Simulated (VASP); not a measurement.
# Mo3F in VASP: single point with PBE

Aim: the single point of Mo3F with PBE.

Everything below comes from runs of VASP 6.6.1. Logs are shortened: lines on timing, memory, paths and dates and some standing lists are left out, and cuts for length are marked.

## 1. The cell of the first run

The cell holds a slab with vacuum, 4 atoms: a = 2.737 Å, b = 2.737 Å, c = 21.308 Å, α = 90.00°, β = 90.00°, γ = 109.47°.

## 2. Single point, PBE, collinear spin

Input file INCAR:

```
PREC = Accurate
ENCUT = 520
EDIFF = 1E-6
ISMEAR = 0
SIGMA = 0.1
LREAL = F
LASPH = T
NELM = 150
ALGO = Normal
ISIF = 2
LWAVE = F
LCHARG = F
ISPIN = 2
MAGMOM = 0 0 0 1
LORBIT = 11
LMAXMIX = 4
LDIPOL = T
IDIPOL = 3
DIPOL = 0.5 0.5 0.332
GGA = PE
NBANDS = 36
```

Input file KPOINTS:

```
Automatic mesh
0
Gamma
  10 10 1
```

Input file POSCAR:

```
Mo3F
1.0
    2.7370454666      0.0000000000      0.0000000000
   -0.9123484889      2.5805112132      0.0000000000
    0.0000000000      0.0000000000     21.3082440453
Mo F
3 1
Direct
    0.5000000000      0.5000000000      0.1877207710
    0.0000000000      0.0000000000      0.2888166432
    0.5000000000      0.5000000000      0.3899074944
    0.5000000000      0.5000000000      0.4621799912
```

Potentials or basis: VASP PAW PBE potentials, release 64 (Mo_sv, F).

Launch:

```sh
cat potpaw_PBE.64/Mo_sv/POTCAR potpaw_PBE.64/F/POTCAR > POTCAR
mpirun -np 1 vasp_std > vasp.out
```

OUTCAR:

```text
PREC = Accurate
   ENCUT = 520
   EDIFF = 1E-6
   ISMEAR = 0
   LREAL = F
   LASPH = T
   NELM = 150
   ISIF = 2
   ISPIN = 2
   LORBIT = 11
   GGA = PE

 ion  position               nearest neighbor table
   1  0.500  0.500  0.188-   2 2.67   2 2.67   2 3.10   2 3.10
   2  0.000  0.000  0.289-   3 2.67   3 2.67   1 2.67   1 2.67   3 3.10   3 3.10   1 3.10   1 3.10

   3  0.500  0.500  0.390-   4 1.54   2 2.67   2 2.67   2 3.10   2 3.10
   4  0.500  0.500  0.462-   3 1.54

  LATTYP: Found a base centered orthorhombic cell.
 ALAT       =     3.1604678739
 B/A-ratio  =     1.4142135624
 C/A-ratio  =     6.7421169572

  Lattice vectors:

 A1 = (   2.7370454666,   0.0000000000,   0.0000000000)
 A2 = (  -0.9123484889,   2.5805112132,   0.0000000000)
 A3 = (   0.0000000000,   0.0000000000,  21.3082440453)

Analysis of symmetry for initial positions (statically):
=====================================================================
 Subroutine PRICEL returns:
 Original cell was already a primitive cell.

 Routine SETGRP: Setting up the symmetry group for a
 base centered orthorhombic supercell.

 Subroutine GETGRP returns: Found  4 space group operations
 (whereof  4 operations were pure point group operations)
 out of a pool of  8 trial point group operations.

The static configuration has the point symmetry C_2v.

Analysis of symmetry for dynamics (positions and initial velocities):
=====================================================================
 Subroutine PRICEL returns:
 Original cell was already a primitive cell.

 Routine SETGRP: Setting up the symmetry group for a
 base centered orthorhombic supercell.

 Subroutine GETGRP returns: Found  4 space group operations
 (whereof  4 operations were pure point group operations)
 out of a pool of  8 trial point group operations.

The dynamic configuration has the point symmetry C_2v.

Analysis of structural, dynamic, and magnetic symmetry:
=====================================================================
 Subroutine PRICEL returns:
 Original cell was already a primitive cell.

 Routine SETGRP: Setting up the symmetry group for a
 base centered orthorhombic supercell.

 Subroutine GETGRP returns: Found  4 space group operations
 (whereof  4 operations were pure point group operations)
 out of a pool of  8 trial point group operations.

The overall configuration has the point symmetry C_2v.

 Subroutine INISYM returns: Found  4 space group operations
 (whereof  4 operations are pure point group operations),
 and found     1 'primitive' translations

----------------------------------------------------------------------------------------

                                     Primitive cell

  volume of cell :     150.4996

  direct lattice vectors                    reciprocal lattice vectors
     2.737045467  0.000000000  0.000000000     0.365357467  0.129173371  0.000000000
    -0.912348489  2.580511213  0.000000000     0.000000000  0.387520114  0.000000000
     0.000000000  0.000000000 21.308244045     0.000000000  0.000000000  0.046930193

  length of vectors
     2.737045467  2.737045467 21.308244045     0.387520114  0.387520114  0.046930193

  position of ions in fractional coordinates (direct lattice)
     0.500000000  0.500000000  0.187720771
     0.000000000  0.000000000  0.288816643
     0.500000000  0.500000000  0.389907494
     0.500000000  0.500000000  0.462179991

  ion indices of the primitive-cell ions
   primitive index   ion index
                 1           1
                 2           2
                 3           3
                 4           4

----------------------------------------------------------------------------------------

 KPOINTS: Automatic mesh

Automatic generation of k-mesh.
 Grid dimensions read from file:
 generate k-points for:   10   10    1

 Generating k-lattice:

  Cartesian coordinates                     Fractional coordinates (reciprocal lattice)
     0.036535747  0.012917337  0.000000000     0.100000000 -0.000000000  0.000000000
     0.000000000  0.038752011  0.000000000     0.000000000  0.100000000  0.000000000
     0.000000000  0.000000000  0.046930193     0.000000000  0.000000000  1.000000000

  Length of vectors
     0.038752011  0.038752011  0.046930193

  Shift w.r.t. Gamma in fractional coordinates (k-lattice)
     0.000000000  0.000000000  0.000000000

 Subroutine IBZKPT returns following result:
 ===========================================

 Found     31 irreducible k-points:

 Following reciprocal coordinates:
            Coordinates               Weight
  0.000000  0.000000  0.000000      1.000000
  0.100000  0.000000  0.000000      4.000000
  0.200000  0.000000  0.000000      4.000000
  0.300000 -0.000000  0.000000      4.000000
  0.400000  0.000000  0.000000      4.000000
  0.500000  0.000000  0.000000      2.000000
[... 16 lines left out ...]
  0.300000  0.300000  0.000000      2.000000
  0.400000  0.300000  0.000000      4.000000
 [... further k-points ...]
   k-points           NKPTS =     31   k-points in BZ     NKDIM =     31   number of bands    NBANDS=     36
   number of dos      NEDOS =    301   number of ions     NIONS =      4
   total plane-waves  NPLWV =  64000
   dimension x,y,z NGX =    20 NGY =   20 NGZ =  160
   dimension x,y,z NGXF=    40 NGYF=   40 NGZF=  320
   ions per type =               3   1
   NGX,Y,Z   is equivalent  to a cutoff of  12.15, 12.15, 12.48 a.u.
   NGXF,Y,Z  is equivalent  to a cutoff of  24.30, 24.30, 24.97 a.u.
 SYSTEM =  unknown system
   PREC   = accura    normal or accurate (medium, high low for compatibility)
   ISTART =      0    job   : 0-new  1-cont  2-samecut
   ICHARG =      2    charge: 1-file 2-atom 10-const
   ISPIN  =      2    spin polarized calculation?
   LNONCOLLINEAR =      F non collinear calculations
   LSORBIT =      F    spin-orbit coupling
   LASPH  =      T    aspherical Exc in radial PAW
   ENCUT  =  520.0 eV  38.22 Ry    6.18 a.u.   5.09  5.09 39.62*2*pi/ulx,y,z
   NELM   =    150;   NELMIN=  2; NELMDL= -5     # of ELM steps
   EDIFF  = 0.1E-05   stopping-criterion for ELM
   LREAL  =      F    real-space projection
   EDIFFG = 0.1E-04   stopping-criterion for IOM
   NSW    =      0    number of steps for IOM
   IBRION =     -1    ionic relax: 0-MD 1-quasi-New 2-CG
   NFREE  =      0    steps in history (QN), initial steepest desc. (CG)
   ISIF   =      2    stress and relaxation
   ISYM   =      2    0-nonsym 1-usesym 2-fastsym
   POTIM  = 0.5000    time-step for ionic-motion
   TEBEG  =    0.0;   TEEND  =   0.0 temperature during run
   PSTRESS=    0.0 pullay stress
   NELECT =      49.0000    total number of electrons
   NUPDOWN=      -1.0000    fix difference up-down
   EMIN   =  10.00;   EMAX   =-10.00  energy-range for DOS
   EFERMI =   0.00;   METHOD = LEGACY
   ISMEAR =     0;   SIGMA  =   0.10  broadening in eV -4-tet -1-fermi 0-gaus
   EFERMI_NEDOS =   21; number of points for ismear=-14 and -15
   IALGO  =     38    algorithm
   IMIX   =      4    mixing-type and parameters
     AMIX     =   0.40;   BMIX     =  1.00
     AMIX_MAG =   1.60;   BMIX_MAG =  1.00
  volume/ion in A,a.u.               =      37.62       253.91
  Fermi-wavevector in a.u.,A,eV,Ry     =   1.126233  2.128272 17.257651  1.268402
  Thomas-Fermi vector in A             =   2.262914
   LORBIT       =     11    0 simple, 1 ext, 2 COOP (PROOUT), +10 PAW based schemes
   GGA     = PE    functional components
   LHFCALC =     F    Hartree Fock is set to
   AEXX    =    0.0000 exact exchange contribution
   IVDW    =     0    specifies the selected vdW correction
   LEPSILON=     F    determine dielectric tensor
   LRPA    =     F    only Hartree local field effects (RPA)
 spin polarized calculation
 Gauss-broadening in eV      SIGMA  =   0.10
  energy-cutoff  :      520.00
  volume of cell :      150.50
 maximum number of plane-waves:      4094
   NGX = 11   NGY = 11   NGZ = 79

 dipolmoment           0.000000      0.000000      0.458880 electrons x Angstroem

 number of electron      48.9999993 magnetization       0.0003070

 number of electron      48.9999993 magnetization      -0.0002689

 dipolmoment           0.000000      0.000000     -0.020088 electrons x Angstroem

 Free energy of the ion-electron system (eV)
  ---------------------------------------------------
  ext. energy  EPLUGINS =         0.00000000
  ---------------------------------------------------
  free energy    TOTEN  =       -32.63160301 eV

  energy without entropy =      -32.61403105  energy(sigma->0) =      -32.62281703

 E-fermi :   1.5069     XC(G=0):  -5.4743

 val. band max:        1.4860780836   @ k =   0.5000   0.3000   0.0000
 cond. band min:       1.5124157885   @ k =   0.4000   0.3000   0.0000
 fundamental gap:      0.0263377049
 Fermi energy:         1.5068683568

 spin component 1

 k-point     1 :       0.0000    0.0000    0.0000
  band No.  band energies     occupation
      1     -60.4292      1.00000
      2     -59.5711      1.00000
      3     -59.4047      1.00000
      4     -36.8258      1.00000
      5     -34.0375      1.00000
      6     -33.7342      1.00000
[... 28 lines left out ...]
     35       5.6903      0.00000
     36       5.9074      0.00000

 k-point     2 :       0.1000    0.0000    0.0000
  band No.  band energies     occupation
      1     -60.4167      1.00000
      2     -59.5555      1.00000
      3     -59.3968      1.00000
      4     -36.8121      1.00000
      5     -34.0400      1.00000
      6     -33.7762      1.00000
[... 28 lines left out ...]
     35       5.9515      0.00000
     36       6.3140      0.00000
[... 817 lines left out ...]
     35      10.7074      0.00000
     36      11.1952      0.00000

 k-point    24 :       0.4000    0.3000    0.0000
  band No.  band energies     occupation
      1     -60.2450      1.00000
      2     -59.3400      1.00000
      3     -59.2776      1.00000
      4     -36.6285      1.00000
      5     -34.5550      1.00000
      6     -34.2763      1.00000
[... 28 lines left out ...]
     35      10.3396      0.00000
     36      11.2907      0.00000

 [... further k-points ...]

 spin component 2

 k-point     1 :       0.0000    0.0000    0.0000
  band No.  band energies     occupation
      1     -60.4292      1.00000
      2     -59.5712      1.00000
      3     -59.4047      1.00000
      4     -36.8258      1.00000
      5     -34.0376      1.00000
      6     -33.7342      1.00000
[... 28 lines left out ...]
     35       5.6902      0.00000
     36       5.8571      0.00000

 k-point     2 :       0.1000    0.0000    0.0000
  band No.  band energies     occupation
      1     -60.4167      1.00000
      2     -59.5556      1.00000
      3     -59.3968      1.00000
      4     -36.8121      1.00000
      5     -34.0401      1.00000
      6     -33.7762      1.00000
[... 28 lines left out ...]
     35       5.9263      0.00000
     36       6.2969      0.00000
[... 817 lines left out ...]
     35      10.7063      0.00000
     36      11.1867      0.00000

 k-point    24 :       0.4000    0.3000    0.0000
  band No.  band energies     occupation
      1     -60.2450      1.00000
      2     -59.3400      1.00000
      3     -59.2776      1.00000
      4     -36.6285      1.00000
      5     -34.5550      1.00000
      6     -34.2763      1.00000
[... 28 lines left out ...]
     35      10.3394      0.00000
     36      11.2945      0.00000

 [... further k-points ...]

------------------------ aborting loop because EDIFF is reached ----------------------------------------

 vacuum level on the upper side and lower side of the slab       (xc-potential included)        -0.255         0.262

  FORCE on cell =-STRESS in cart. coord.  units (eV):
  Direction    XX          YY          ZZ          XY          YZ          ZX
  --------------------------------------------------------------------------------------
  -------------------------------------------------------------------------------------
  Total        0.1749482      0.5294648     35.3860841      0.5013623      0.0000000      0.0000000
  in kB        1.8624496      5.6365360    376.7104461      5.3373641      0.0000000      0.0000000
  external PRESSURE =     128.0698106 kB  Pullay stress =       0.0000000 kB

 VOLUME and BASIS-vectors are now :
 -----------------------------------------------------------------------------
  energy-cutoff  :      520.00
  volume of cell :      150.50
      direct lattice vectors                 reciprocal lattice vectors
     2.737045467  0.000000000  0.000000000     0.365357467  0.129173371  0.000000000
    -0.912348489  2.580511213  0.000000000     0.000000000  0.387520114  0.000000000
     0.000000000  0.000000000 21.308244045     0.000000000  0.000000000  0.046930193

 POSITION                                       TOTAL-FORCE (eV/Angst)
 -----------------------------------------------------------------------------------
      0.91235      1.29026      4.00000         0.000000      0.000000      0.244198
      0.00000      0.00000      6.15418         0.000000      0.000000     -1.644589
      0.91235      1.29026      8.30824         0.000000      0.000000    -20.012990
      0.91235      1.29026      9.84824        -0.000000      0.000000     21.413382
 -----------------------------------------------------------------------------------
    total drift:                                0.000000      0.000000     -0.001119

  FREE ENERGIE OF THE ION-ELECTRON SYSTEM (eV)
  ---------------------------------------------------
  free  energy   TOTEN  =       -32.6316030097 eV

  energy  without entropy=      -32.6140310498  energy(sigma->0) =      -32.62281703

 vacuum level on the upper side and lower side of the slab         5.589         6.161

 total charge

# of ion       s       p       d       tot
------------------------------------------
    1        2.375   6.128   3.910  12.413
    2        2.392   6.211   3.985  12.588
    3        2.471   6.335   4.333  13.139
    4        1.778   4.455   0.000   6.233
--------------------------------------------------
tot          9.015  23.130  12.228  44.373

 magnetization (x)

# of ion       s       p       d       tot
------------------------------------------
    1       -0.000  -0.000  -0.000  -0.000
    2       -0.000   0.000  -0.000  -0.000
    3       -0.000   0.000   0.000   0.000
    4       -0.000  -0.000   0.000  -0.000
--------------------------------------------------
tot         -0.000  -0.000  -0.000  -0.000
```

Run time: 7.8 min. Hardware: 1 thread of Intel Xeon Platinum 8259CL at 2.50GHz (Skylake/Cascade Lake), shared host; peak memory 0.43 GiB.

What came out:

| Quantity | Value |
| --- | --- |
| Free energy | -32.6316 eV |
| Largest force | 21.413 eV/Å |
| Net moment | 0.00 μB per cell |
| Valence electrons inside the program's atomic spheres | Mo 12.41, 12.59, 13.14; F 6.23 |

Forces on the atoms (eV/Å):
```
Mo    0.000   0.000   0.244
Mo    0.000   0.000  -1.645
Mo    0.000   0.000 -20.013
F     0.000   0.000  21.413
```
